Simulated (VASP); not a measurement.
# HoAlTe3 (Amm2) in VASP: a series of runs, part 2 of 2

VASP 6.6.1. Earlier steps stand in the parts before.

## 3. Single point, PBE

This run uses another cell than the first one, of 39.04 Å³/atom.

File INCAR:

```
SYSTEM = HoAlTe3
PREC     = Accurate       ! precision mode
ENCUT    = 500            ! plane-wave cutoff, eV
EDIFF    = 1E-6           ! SCF threshold, eV
ISMEAR   = 0              ! smearing method
SIGMA    = 0.1            ! smearing width, eV
LREAL    = .FALSE.        ! projectors in reciprocal space
LASPH    = .TRUE.         ! aspherical terms in the spheres
NELM     = 200            ! most SCF steps
ALGO     = Normal         ! electronic algorithm
ISIF     = 2              ! what is computed and relaxed
LWAVE    = .FALSE.        ! write WAVECAR
LCHARG   = .TRUE.         ! write CHGCAR
GGA      = PE             ! functional
LELF     = .TRUE.         ! ELF
LVHAR    = .TRUE.       
NBANDS   = 23             ! bands
GGA_COMPAT= .FALSE.      
LMAXMIX  = 6              ! l up to which the mixer works
```

File KPOINTS:

```
regular mesh
0
G
  8 8 8
  0 0 0
```

File POSCAR:

```
HoAlTe3
1.0
    5.7371576210      0.0000000000      0.0000000000
    0.0000000000      3.2131075980      5.2942852177
    0.0000000000     -3.2131075980      5.2942852177
Ho Al Te
1 1 3
Direct
    0.0000000000      0.4412347841      0.4412347841
    0.5000000000      0.2141083706      0.2141083706
    0.0000000000      0.4385894665      0.9466225803
    0.5000000000      0.4711457485      0.4711457485
    0.0000000000      0.9466225803      0.4385894665
```

Potentials or basis: VASP PAW PBE potentials, release 64 (Ho_3, Al, Te), 4f in core.

Run with:

```console
> cat potpaw_PBE.64/Ho_3/POTCAR potpaw_PBE.64/Al/POTCAR potpaw_PBE.64/Te/POTCAR > POTCAR
> mpirun -np 1 vasp_std > vasp.out
```

OUTCAR:

```text
SYSTEM = HoAlTe3
   PREC = Accurate
   ENCUT = 500
   EDIFF = 1E-6
   ISMEAR = 0
   LREAL = .FALSE.
   LASPH = .TRUE.
   NELM = 200
   ISIF = 2
   GGA = PE

 ion  position               nearest neighbor table
   1  0.000  0.441  0.441-   4 2.89   4 2.89   5 3.07   3 3.07   5 3.12   3 3.12
   2  0.500  0.214  0.214-   4 2.72   3 3.28   5 3.28   3 3.28   5 3.28
   3  0.000  0.439  0.947-   1 3.07   1 3.12   5 3.16   5 3.26   2 3.28   2 3.28
   4  0.500  0.471  0.471-   2 2.72   1 2.89   1 2.89
   5  0.000  0.947  0.439-   1 3.07   1 3.12   3 3.16   3 3.26   2 3.28   2 3.28

  LATTYP: Found a base centered orthorhombic cell.
 ALAT       =     6.4262151960
 B/A-ratio  =     1.6477148854
[... 827 lines left out ...]
  -------------------------------------------------------------------------------------
  Total        0.1199024      0.0591337      0.1778627      0.0000000      0.0000000      0.0000000
  in kB        0.9841907      0.4853846      1.4599432      0.0000000      0.0000000      0.0000000
  external PRESSURE =       0.9765061 kB  Pullay stress =       0.0000000 kB

 VOLUME and BASIS-vectors are now :
 -----------------------------------------------------------------------------
  energy-cutoff  :      500.00
  volume of cell :      195.19
      direct lattice vectors                 reciprocal lattice vectors
     5.737157621  0.000000000  0.000000000     0.174302340  0.000000000  0.000000000
     0.000000000  3.213107598  5.294285218     0.000000000  0.155612591  0.094441455
     0.000000000 -3.213107598  5.294285218     0.000000000 -0.155612591  0.094441455

 POSITION                                       TOTAL-FORCE (eV/Angst)
 -----------------------------------------------------------------------------------
      0.00000      0.00000      4.67205         0.000000      0.000000      0.000046
      2.86858      0.00000      2.26710         0.000000      0.000000     -0.009538
      0.00000     -1.63237      7.33371         0.000000      0.001041     -0.005261
      2.86858      0.00000      4.98876         0.000000      0.000000      0.020015
      0.00000      1.63237      7.33371         0.000000     -0.001041     -0.005261
 -----------------------------------------------------------------------------------
    total drift:                               -0.000000      0.000000     -0.000172

  FREE ENERGIE OF THE ION-ELECTRON SYSTEM (eV)
  ---------------------------------------------------
  free  energy   TOTEN  =       -19.8740174462 eV

  energy  without entropy=      -19.8661005457  energy(sigma->0) =      -19.87005900
```

OSZICAR:

```text
N       E                     dE             d eps       ncg     rms          rms(c)
DAV:   1     0.170856800731E+03    0.17086E+03   -0.10788E+04  4838   0.103E+03
DAV:   2    -0.201427591219E+01   -0.17287E+03   -0.16196E+03  7600   0.301E+02
DAV:   3    -0.194923603837E+02   -0.17478E+02   -0.16916E+02  7635   0.702E+01
DAV:   4    -0.201740477131E+02   -0.68169E+00   -0.67843E+00  6484   0.128E+01
DAV:   5    -0.202263001317E+02   -0.52252E-01   -0.52237E-01  8100   0.498E+00    0.229E+01
DAV:   6    -0.199131827143E+02    0.31312E+00   -0.43497E-01  7725   0.385E+00    0.142E+01
DAV:   7    -0.198810902305E+02    0.32092E-01   -0.61528E-01  7703   0.401E+00    0.847E-01
DAV:   8    -0.198710282033E+02    0.10062E-01   -0.10821E-01  6695   0.174E+00    0.969E-01
DAV:   9    -0.198724357758E+02   -0.14076E-02   -0.78895E-03  6317   0.457E-01    0.488E-01
DAV:  10    -0.198733516332E+02   -0.91586E-03   -0.10586E-03  7016   0.191E-01    0.206E-01
DAV:  11    -0.198739353982E+02   -0.58377E-03   -0.77646E-04  6519   0.129E-01    0.703E-02
DAV:  12    -0.198739799105E+02   -0.44512E-04   -0.63780E-05  6865   0.450E-02    0.532E-02
DAV:  13    -0.198740158950E+02   -0.35984E-04   -0.47022E-05  5927   0.322E-02    0.130E-02
DAV:  14    -0.198740168971E+02   -0.10021E-05   -0.26993E-06  5770   0.103E-02    0.839E-03
DAV:  15    -0.198740174462E+02   -0.54908E-06   -0.10569E-06  4754   0.752E-03
   1 F= -.19874017E+02 E0= -.19870059E+02  d E =-.791690E-02
```

stdout:

```text
POSCAR found type information on POSCAR HoAlTe
 POSCAR found :  3 types and       5 ions
 scaLAPACK will be used
 LDA part: xc-table for (Slater+PW92), standard interpolation
 POSCAR, INCAR and KPOINTS ok, starting setup
 FFT: planning ... GRIDC
 FFT: planning ... GRID_SOFT
 FFT: planning ... GRID
 WAVECAR not read
 entering main loop
```

Run time: 5.4 min. Hardware: 1 thread of Intel Xeon Platinum 8488C (Sapphire Rapids), shared host; peak memory 0.62 GiB.

Results:

| Item | Value |
| --- | --- |
| Free energy | -19.8740 eV |
| Pressure | 0.1 GPa |
| Largest force | 0.020 eV/Å |
| Band gap on the k mesh | zero (bands 15 and 16 overlap by 1.12 eV) |

Forces in eV/Å, atoms in the order of the input:
```
Ho   0.000  0.000  0.000
Al   0.000  0.000 -0.010
Te   0.000  0.001 -0.005
Te   0.000  0.000  0.020
Te   0.000 -0.001 -0.005
```

Levels at points of the mesh, in eV from the Fermi level:
| k point | band 13 | band 14 | band 15 | band 16 | band 17 | band 18 |
| --- | --- | --- | --- | --- | --- | --- |
| (0.00, 0.00, 0.00) | -1.11 | -0.96 | -0.41 | 0.65 | 0.81 | 1.39 |
| (0.50, 0.00, 0.00) | -1.72 | -1.54 | 0.58 | 1.01 | 2.04 | 2.53 |
| (0.00, 0.50, 0.00) | -1.41 | -0.94 | -0.92 | -0.51 | 1.05 | 2.12 |
| (0.50, 0.50, 0.00) | -1.85 | -1.37 | -0.66 | 0.85 | 2.29 | 2.38 |
| (0.00, 0.50, 0.50) | -1.56 | -1.30 | -0.10 | 2.18 | 2.30 | 2.30 |
| (0.50, 0.50, 0.50) | -1.23 | -0.19 | -0.10 | 2.35 | 2.46 | 2.60 |

Caveat: spin-orbit coupling is left out, which moves the levels of the heavy elements; the 4f electrons are frozen in the core, so they carry no moment and show no levels. Spin polarisation is off, so any magnetic state and its effect on volume and gap are missing.
